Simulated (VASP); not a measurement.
Here is a VASP 6.6.1 calculation.

The input INCAR:

```
PREC     = Accurate       # precision mode
ENCUT    = 520            # plane-wave cutoff, eV
EDIFF    = 1E-6           # SCF threshold, eV
ISMEAR   = -1             # smearing method
SIGMA    = 0.05           # smearing width, eV
LREAL    = False          # projectors in reciprocal space
LASPH    = True           # aspherical terms in the spheres
NELM     = 100            # most SCF steps
ALGO     = Normal         # electronic algorithm
ISIF     = 2              # what is computed and relaxed
LWAVE    = False          # write WAVECAR
LCHARG   = True           # write CHGCAR
GGA      = PS             # functional
LELF     = True           # ELF
LVHAR    = True         
NBANDS   = 12             # bands
```

File KPOINTS:

```
Automatic mesh
0
Gamma
  15 15 15
```

File POSCAR:

```
Y
1.0
    0.0000000000      2.1894502361      2.1894502361
    2.1894502361      0.0000000000      2.1894502361
    2.1894502361      2.1894502361      0.0000000000
Y
1
Direct
    0.0000000000      0.0000000000      0.0000000000
```

Potentials or basis: VASP PAW PBE potentials, release 64 (Y_sv).

Run with:

```console
$ cat potpaw_PBE.64/Y_sv/POTCAR > POTCAR
$ mpirun -np 1 vasp_std > vasp.out
```

(1) What does it give for the pressure?

(2) Estimate the band gap on the k mesh.

Answers

(1) 28.8 GPa.

(2) zero (an odd number of electrons rules out a gap without spin polarisation).

Caveat: the cell stands under pressure; the PAW data sets were made with another functional, which shifts forces and pressure a little.
